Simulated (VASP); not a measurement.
# SrCl2 in VASP: further runs

Runs on SrCl2. Level: PBE. Tasks: single point.

Program: VASP 6.6.1. These are calculated values, not measurements. Logs are shortened: lines on timing, memory, paths and dates and some standing lists are left out, and cuts for length are marked.

### Step 1. The cell of the first run

It takes space group Fm-3m (No. 225, cubic). The conventional cell has a = 7.186 Å, b = 7.186 Å, c = 7.186 Å, α = 90.00°, β = 90.00°, γ = 90.00°. Within 4.1 Å of Sr (site symmetry m-3m) lie 8 Cl at 3.11 Å. Within 4.1 Å of Cl (site symmetry -43m) lie 4 Sr at 3.11 Å and 6 Cl at 3.59 Å.

### Step 2. Single point, PBE (30.92 Å³/atom)

INCAR

```
SYSTEM = SrCl2
PREC = Accurate ; ENCUT = 520
EDIFF = 1E-6 ; ISMEAR = 0
SIGMA = 0.05 ; LREAL = .False.
LASPH = .True. ; NELM = 60
ALGO = Normal ; ISIF = 2
LWAVE = .False. ; LCHARG = .False.
GGA = PE ; NBANDS = 19
```

KPOINTS

```
regular mesh
0
Gamma
  6 6 6
  0 0 0
```

POSCAR

```
SrCl2
1.0
    0.0000000000      3.5927709873      3.5927709873
    3.5927709873      0.0000000000      3.5927709873
    3.5927709873      3.5927709873      0.0000000000
Sr Cl
1 2
Direct
    0.0000000000      0.0000000000      0.0000000000
    0.2500000000      0.2500000000      0.2500000000
    0.7500000000      0.7500000000      0.7500000000
```

Potentials or basis: VASP PAW PBE potentials, release 64 (Sr_sv, Cl).

The run is started by

```bash
$ cat potpaw_PBE.64/Sr_sv/POTCAR potpaw_PBE.64/Cl/POTCAR > POTCAR
$ mpirun -np 1 vasp_std > vasp.out
```

OUTCAR:

```text
SYSTEM = SrCl2
   PREC = Accurate
   ENCUT = 520
   EDIFF = 1E-6
   ISMEAR = 0
   LREAL = .False.
   LASPH = .True.
   NELM = 60
   ISIF = 2
   GGA = PE

 ion  position               nearest neighbor table
   1  0.000  0.000  0.000-   2 3.11   3 3.11   3 3.11   3 3.11   3 3.11   2 3.11   2 3.11   2 3.11

   2  0.250  0.250  0.250-   1 3.11   1 3.11   1 3.11   1 3.11
   3  0.750  0.750  0.750-   1 3.11   1 3.11   1 3.11   1 3.11

  LATTYP: Found a face centered cubic cell.
 ALAT       =     7.1855419746

  Lattice vectors:

 A1 = (   0.0000000000,   3.5927709873,   3.5927709873)
 A2 = (   3.5927709873,   0.0000000000,   3.5927709873)
 A3 = (   3.5927709873,   3.5927709873,   0.0000000000)

Analysis of symmetry for initial positions (statically):
=====================================================================
 Subroutine PRICEL returns:
 Original cell was already a primitive cell.

 Routine SETGRP: Setting up the symmetry group for a
 face centered cubic supercell.

 Subroutine GETGRP returns: Found 48 space group operations
 (whereof 48 operations were pure point group operations)
 out of a pool of 48 trial point group operations.

The static configuration has the point symmetry O_h .

Analysis of symmetry for dynamics (positions and initial velocities):
=====================================================================
 Subroutine PRICEL returns:
 Original cell was already a primitive cell.

 Routine SETGRP: Setting up the symmetry group for a
 face centered cubic supercell.

 Subroutine GETGRP returns: Found 48 space group operations
 (whereof 48 operations were pure point group operations)
 out of a pool of 48 trial point group operations.

The dynamic configuration has the point symmetry O_h .

 Subroutine INISYM returns: Found 48 space group operations
 (whereof 48 operations are pure point group operations),
 and found     1 'primitive' translations

----------------------------------------------------------------------------------------

                                     Primitive cell

  volume of cell :      92.7510

  direct lattice vectors                    reciprocal lattice vectors
     0.000000000  3.592770987  3.592770987    -0.139168347  0.139168347  0.139168347
     3.592770987  0.000000000  3.592770987     0.139168347 -0.139168347  0.139168347
     3.592770987  3.592770987  0.000000000     0.139168347  0.139168347 -0.139168347

  length of vectors
     5.080945457  5.080945457  5.080945457     0.241046648  0.241046648  0.241046648

  position of ions in fractional coordinates (direct lattice)
     0.000000000  0.000000000  0.000000000
     0.250000000  0.250000000  0.250000000
     0.750000000  0.750000000  0.750000000

  ion indices of the primitive-cell ions
   primitive index   ion index
                 1           1
                 2           2
                 3           3

----------------------------------------------------------------------------------------

 KPOINTS: regular mesh

Automatic generation of k-mesh.
 Grid dimensions read from file:
 generate k-points for:    6    6    6

 Generating k-lattice:

  Cartesian coordinates                     Fractional coordinates (reciprocal lattice)
    -0.023194725  0.023194725  0.023194725     0.166666667  0.000000000  0.000000000
     0.023194725 -0.023194725  0.023194725     0.000000000  0.166666667  0.000000000
     0.023194725  0.023194725 -0.023194725     0.000000000  0.000000000  0.166666667

  Length of vectors
     0.040174441  0.040174441  0.040174441

  Shift w.r.t. Gamma in fractional coordinates (k-lattice)
     0.000000000  0.000000000  0.000000000

 Subroutine IBZKPT returns following result:
 ===========================================

 Found     16 irreducible k-points:

 Following reciprocal coordinates:
            Coordinates               Weight
  0.000000  0.000000  0.000000      1.000000
  0.166667  0.000000  0.000000      8.000000
  0.333333  0.000000  0.000000      8.000000
  0.500000  0.000000  0.000000      4.000000
  0.166667  0.166667  0.000000      6.000000
  0.333333  0.166667  0.000000     24.000000
[... 8 lines left out ...]
 -0.333333  0.333333  0.166667     24.000000
 -0.333333  0.500000  0.166667     12.000000
   k-points           NKPTS =     16   k-points in BZ     NKDIM =     16   number of bands    NBANDS=     19
   number of dos      NEDOS =    301   number of ions     NIONS =      3
   total plane-waves  NPLWV =  64000
   dimension x,y,z NGX =    40 NGY =   40 NGZ =   40
   dimension x,y,z NGXF=    80 NGYF=   80 NGZF=   80
   ions per type =               1   2
   NGX,Y,Z   is equivalent  to a cutoff of  13.09, 13.09, 13.09 a.u.
   NGXF,Y,Z  is equivalent  to a cutoff of  26.18, 26.18, 26.18 a.u.
 SYSTEM =  SrCl2
   PREC   = accura    normal or accurate (medium, high low for compatibility)
   ISTART =      0    job   : 0-new  1-cont  2-samecut
   ICHARG =      2    charge: 1-file 2-atom 10-const
   ISPIN  =      1    spin polarized calculation?
   LNONCOLLINEAR =      F non collinear calculations
   LSORBIT =      F    spin-orbit coupling
   LASPH  =      T    aspherical Exc in radial PAW
   ENCUT  =  520.0 eV  38.22 Ry    6.18 a.u.   9.45  9.45  9.45*2*pi/ulx,y,z
   NELM   =     60;   NELMIN=  2; NELMDL= -5     # of ELM steps
   EDIFF  = 0.1E-05   stopping-criterion for ELM
   LREAL  =      F    real-space projection
   EDIFFG = 0.1E-04   stopping-criterion for IOM
   NSW    =      0    number of steps for IOM
   IBRION =     -1    ionic relax: 0-MD 1-quasi-New 2-CG
   NFREE  =      0    steps in history (QN), initial steepest desc. (CG)
   ISIF   =      2    stress and relaxation
   ISYM   =      2    0-nonsym 1-usesym 2-fastsym
   POTIM  = 0.5000    time-step for ionic-motion
   TEBEG  =    0.0;   TEEND  =   0.0 temperature during run
   PSTRESS=    0.0 pullay stress
   NELECT =      24.0000    total number of electrons
   NUPDOWN=      -1.0000    fix difference up-down
   EMIN   =  10.00;   EMAX   =-10.00  energy-range for DOS
   EFERMI =   0.00;   METHOD = LEGACY
   ISMEAR =     0;   SIGMA  =   0.05  broadening in eV -4-tet -1-fermi 0-gaus
   EFERMI_NEDOS =   21; number of points for ismear=-14 and -15
   IALGO  =     38    algorithm
   IMIX   =      4    mixing-type and parameters
     AMIX     =   0.40;   BMIX     =  1.00
     AMIX_MAG =   1.60;   BMIX_MAG =  1.00
  volume/ion in A,a.u.               =      30.92       208.64
  Fermi-wavevector in a.u.,A,eV,Ry     =   1.043212  1.971384 14.807088  1.088290
  Thomas-Fermi vector in A             =   2.177911
   LORBIT       =      0    0 simple, 1 ext, 2 COOP (PROOUT), +10 PAW based schemes
   GGA     = PE    functional components
   LHFCALC =     F    Hartree Fock is set to
   AEXX    =    0.0000 exact exchange contribution
   IVDW    =     0    specifies the selected vdW correction
   LEPSILON=     F    determine dielectric tensor
   LRPA    =     F    only Hartree local field effects (RPA)
 non-spin polarized calculation
 Gauss-broadening in eV      SIGMA  =   0.05
  energy-cutoff  :      520.00
  volume of cell :       92.75
 maximum number of plane-waves:      2529
 NGX is ok and might be reduce to    40
   NGX = 19   NGY = 19   NGZ = 19

 number of electron      23.9999999 magnetization

 Free energy of the ion-electron system (eV)
  ---------------------------------------------------
  ext. energy  EPLUGINS =         0.00000000
  ---------------------------------------------------
  free energy    TOTEN  =       -12.76279126 eV

  energy without entropy =      -12.76279126  energy(sigma->0) =      -12.76279126

 E-fermi :  -0.0885     XC(G=0):  -7.9089

 val. band max:       -0.3958725410   @ k =   0.5000   0.5000   0.0000
 cond. band min:       4.6063482478   @ k =   0.0000   0.0000   0.0000
 fundamental gap:      5.0022207888
 Fermi energy:        -0.0884711713

 k-point     1 :       0.0000    0.0000    0.0000
  band No.  band energies     occupation
      1     -33.5900      2.00000
      2     -15.5462      2.00000
      3     -15.5462      2.00000
      4     -15.5462      2.00000
      5     -13.4444      2.00000
      6     -12.7608      2.00000
[... 11 lines left out ...]
     18       8.4311      0.00000
     19       8.4831      0.00000

 k-point     2 :       0.1667    0.0000    0.0000
  band No.  band energies     occupation
      1     -33.5895      2.00000
      2     -15.5910      2.00000
      3     -15.5484      2.00000
      4     -15.5484      2.00000
      5     -13.3476      2.00000
      6     -12.8066      2.00000
[... 11 lines left out ...]
     18       8.0191      0.00000
     19       8.9359      0.00000

 k-point     3 :       0.3333    0.0000    0.0000
  band No.  band energies     occupation
      1     -33.5886      2.00000
      2     -15.6702      2.00000
      3     -15.5527      2.00000
      4     -15.5527      2.00000
      5     -13.1764      2.00000
      6     -12.8808      2.00000
[... 11 lines left out ...]
     18       7.8222      0.00000
     19       8.3016      0.00000

 k-point     4 :       0.5000    0.0000    0.0000
  band No.  band energies     occupation
      1     -33.5882      2.00000
      2     -15.7057      2.00000
      3     -15.5548      2.00000
      4     -15.5548      2.00000
      5     -13.1180      2.00000
      6     -12.8921      2.00000
[... 11 lines left out ...]
     18       7.8158      0.00000
     19       7.8158      0.00000

 k-point     5 :       0.1667    0.1667    0.0000
  band No.  band energies     occupation
      1     -33.5894      2.00000
      2     -15.6013      2.00000
      3     -15.5513      2.00000
      4     -15.5513      2.00000
      5     -13.3135      2.00000
      6     -12.8228      2.00000
[... 11 lines left out ...]
     18       8.0589      0.00000
     19       8.1894      0.00000

 k-point     6 :       0.3333    0.1667    0.0000
  band No.  band energies     occupation
      1     -33.5886      2.00000
      2     -15.6584      2.00000
      3     -15.5637      2.00000
      4     -15.5561      2.00000
      5     -13.1602      2.00000
      6     -12.8922      2.00000
[... 11 lines left out ...]
     18       7.6970      0.00000
     19       8.6672      0.00000

 k-point     7 :       0.5000    0.1667    0.0000
  band No.  band energies     occupation
      1     -33.5880      2.00000
      2     -15.6909      2.00000
      3     -15.5843      2.00000
      4     -15.5578      2.00000
      5     -13.0700      2.00000
      6     -12.9162      2.00000
[... 11 lines left out ...]
     18       7.8703      0.00000
     19       8.4207      0.00000

 k-point     8 :      -0.3333    0.1667    0.0000
  band No.  band energies     occupation
      1     -33.5882      2.00000
      2     -15.6768      2.00000
      3     -15.5882      2.00000
      4     -15.5549      2.00000
      5     -13.0883      2.00000
      6     -12.9146      2.00000
[... 11 lines left out ...]
     18       7.7709      0.00000
     19       8.5824      0.00000

 k-point     9 :      -0.1667    0.1667    0.0000
  band No.  band energies     occupation
      1     -33.5889      2.00000
      2     -15.6325      2.00000
      3     -15.5663      2.00000
      4     -15.5501      2.00000
      5     -13.2227      2.00000
      6     -12.8640      2.00000
[... 11 lines left out ...]
     18       8.0520      0.00000
     19       9.0323      0.00000

 k-point    10 :       0.3333    0.3333    0.0000
  band No.  band energies     occupation
      1     -33.5882      2.00000
      2     -15.6974      2.00000
      3     -15.5616      2.00000
      4     -15.5616      2.00000
      5     -13.0570      2.00000
      6     -12.9416      2.00000
[... 11 lines left out ...]
     18       7.3564      0.00000
     19       8.6941      0.00000

 k-point    11 :       0.5000    0.3333    0.0000
  band No.  band energies     occupation
      1     -33.5878      2.00000
      2     -15.7111      2.00000
      3     -15.5871      2.00000
      4     -15.5637      2.00000
      5     -12.9879      2.00000
      6     -12.9574      2.00000
[... 11 lines left out ...]
     18       8.0670      0.00000
     19       8.8671      0.00000

 k-point    12 :      -0.3333    0.3333    0.0000
  band No.  band energies     occupation
      1     -33.5877      2.00000
      2     -15.6649      2.00000
      3     -15.6382      2.00000
      4     -15.5604      2.00000
      5     -13.0006      2.00000
      6     -12.9445      2.00000
[... 11 lines left out ...]
     18       8.1147      0.00000
     19       9.4089      0.00000

 k-point    13 :       0.5000    0.5000    0.0000
  band No.  band energies     occupation
      1     -33.5876      2.00000
      2     -15.7402      2.00000
      3     -15.5667      2.00000
      4     -15.5667      2.00000
      5     -12.9986      2.00000
      6     -12.9294      2.00000
[... 11 lines left out ...]
     18       7.8650      0.00000
     19       8.7972      0.00000

 k-point    14 :       0.5000    0.3333    0.1667
  band No.  band energies     occupation
      1     -33.5880      2.00000
      2     -15.6791      2.00000
      3     -15.5965      2.00000
      4     -15.5597      2.00000
      5     -13.0390      2.00000
      6     -12.9426      2.00000
[... 11 lines left out ...]
     18       7.8123      0.00000
     19       8.9765      0.00000

 k-point    15 :      -0.3333    0.3333    0.1667
  band No.  band energies     occupation
      1     -33.5878      2.00000
      2     -15.6695      2.00000
      3     -15.6314      2.00000
      4     -15.5626      2.00000
      5     -13.0004      2.00000
      6     -12.9447      2.00000
[... 11 lines left out ...]
     18       8.1853      0.00000
     19       9.1298      0.00000

 k-point    16 :      -0.3333    0.5000    0.1667
  band No.  band energies     occupation
      1     -33.5876      2.00000
      2     -15.6984      2.00000
      3     -15.6117      2.00000
      4     -15.5668      2.00000
      5     -12.9800      2.00000
      6     -12.9455      2.00000
[... 11 lines left out ...]
     18       8.5316      0.00000
     19       9.1218      0.00000

------------------------ aborting loop because EDIFF is reached ----------------------------------------

  FORCE on cell =-STRESS in cart. coord.  units (eV):
  Direction    XX          YY          ZZ          XY          YZ          ZX
  --------------------------------------------------------------------------------------
  -------------------------------------------------------------------------------------
  Total       -1.0053047     -1.0053047     -1.0053047      0.0000000      0.0000000      0.0000000
  in kB      -17.3655955    -17.3655955    -17.3655955      0.0000000      0.0000000      0.0000000
  external PRESSURE =     -17.3655955 kB  Pullay stress =       0.0000000 kB

 VOLUME and BASIS-vectors are now :
 -----------------------------------------------------------------------------
  energy-cutoff  :      520.00
  volume of cell :       92.75
      direct lattice vectors                 reciprocal lattice vectors
     0.000000000  3.592770987  3.592770987    -0.139168347  0.139168347  0.139168347
     3.592770987  0.000000000  3.592770987     0.139168347 -0.139168347  0.139168347
     3.592770987  3.592770987  0.000000000     0.139168347  0.139168347 -0.139168347

 POSITION                                       TOTAL-FORCE (eV/Angst)
 -----------------------------------------------------------------------------------
      0.00000      0.00000      0.00000         0.000000     -0.000000      0.000000
      1.79639      1.79639      1.79639        -0.000000     -0.000000     -0.000000
      5.38916      5.38916      5.38916         0.000000      0.000000      0.000000
 -----------------------------------------------------------------------------------
    total drift:                               -0.000000     -0.000000      0.000000

  FREE ENERGIE OF THE ION-ELECTRON SYSTEM (eV)
  ---------------------------------------------------
  free  energy   TOTEN  =       -12.7627912617 eV

  energy  without entropy=      -12.7627912617  energy(sigma->0) =      -12.76279126
```

Run time: 35 s. Hardware: 1 thread of Intel Xeon Platinum 8259CL at 2.50GHz (Skylake/Cascade Lake), shared host; peak memory 0.24 GiB.

What came out:

```
Free energy            : -12.7628 eV
Pressure               : -1.7 GPa
Band gap on the k mesh : 5.00 eV (least direct gap 5.31 eV)
```

Levels at points of the mesh, in eV from the valence-band top:
| k point | band 8 | band 9 | band 10 | band 11 | band 12 | band 13 | band 14 | band 15 | band 16 | band 17 |
| --- | --- | --- | --- | --- | --- | --- | --- | --- | --- | --- |
| (0.00, 0.00, 0.00) | -1.84 | -1.84 | -0.30 | -0.30 | -0.30 | 5.00 | 6.10 | 6.10 | 8.79 | 8.79 |
| (0.50, 0.00, 0.00) | -1.34 | -1.34 | -1.16 | -0.93 | -0.93 | 6.61 | 6.61 | 7.18 | 7.72 | 8.17 |
| (0.50, 0.50, 0.00) | -1.68 | -1.68 | -0.34 | -0.34 | 0.00 | 5.52 | 6.79 | 7.36 | 7.72 | 7.72 |

A k mesh can miss the band edges. Expect the measured gap to be larger: semilocal functionals such as PBE lack the derivative discontinuity.

### Step 3. Single point, PBE (26.73 Å³/atom)

This run uses another cell than the first one, of 26.73 Å³/atom.

INCAR

```
SYSTEM = SrCl2
PREC = Accurate ; ENCUT = 520
EDIFF = 1E-6 ; ISMEAR = 0
SIGMA = 0.05 ; LREAL = .FALSE.
LASPH = .TRUE. ; NELM = 100
ALGO = Normal ; ISIF = 2
LWAVE = .FALSE. ; LCHARG = .TRUE.
GGA = PE ; LELF = .TRUE.
LVHAR = .TRUE. ; NBANDS = 19
```

KPOINTS

```
regular mesh
0
G
  6 6 6
  0 0 0
```

POSCAR

```
SrCl2
1.0
    0.0000000000      3.4044568990      3.4596091008
    3.4044568990      0.0000000000      3.4596091008
    3.4044568990      3.4044568990      0.0000000000
Sr Cl
1 2
Direct
    0.0000000000      0.0000000000      0.0000000000
    0.2500000000      0.2500000000      0.2500000000
    0.7500000000      0.7500000000      0.7500000000
```

Potentials or basis: VASP PAW PBE potentials, release 64 (Sr_sv, Cl).

The run is started by

```bash
$ cat potpaw_PBE.64/Sr_sv/POTCAR potpaw_PBE.64/Cl/POTCAR > POTCAR
$ mpirun -np 1 vasp_std > vasp.out
```

It took 44 s on 1 thread of Intel Xeon Platinum 8259CL at 2.50GHz (Skylake/Cascade Lake), shared host; peak memory 0.22 GiB.

The run converged. Its results:

* Free energy: -12.7122 eV
* Pressure: 3.6 GPa
* Band gap on the k mesh: 5.43 eV

Stress tensor (GPa, compression positive):
```
3.86 0.00 0.00
0.00 3.86 0.00
0.00 0.00 2.96
```

Levels at points of the mesh, in eV from the valence-band top:
| k point | band 8 | band 9 | band 10 | band 11 | band 12 | band 13 | band 14 | band 15 | band 16 | band 17 |
| --- | --- | --- | --- | --- | --- | --- | --- | --- | --- | --- |
| (0.00, 0.00, 0.00) | -2.38 | -2.33 | -0.48 | -0.35 | -0.35 | 5.51 | 5.99 | 6.09 | 9.04 | 9.12 |
| (0.50, 0.00, 0.00) | -1.75 | -1.64 | -1.46 | -1.16 | -1.16 | 6.70 | 6.73 | 7.66 | 7.91 | 8.84 |
| (0.50, 0.50, 0.00) | -2.05 | -2.05 | -0.46 | -0.46 | -0.10 | 5.43 | 7.07 | 7.71 | 8.07 | 8.07 |
| (0.50, 0.00, 0.50) | -2.08 | -2.01 | -0.57 | -0.42 | 0.00 | 5.44 | 7.20 | 7.70 | 8.15 | 8.19 |

Caveat: the cell stands under pressure. PBE gaps usually lie below the measured ones, often by a third to a half.
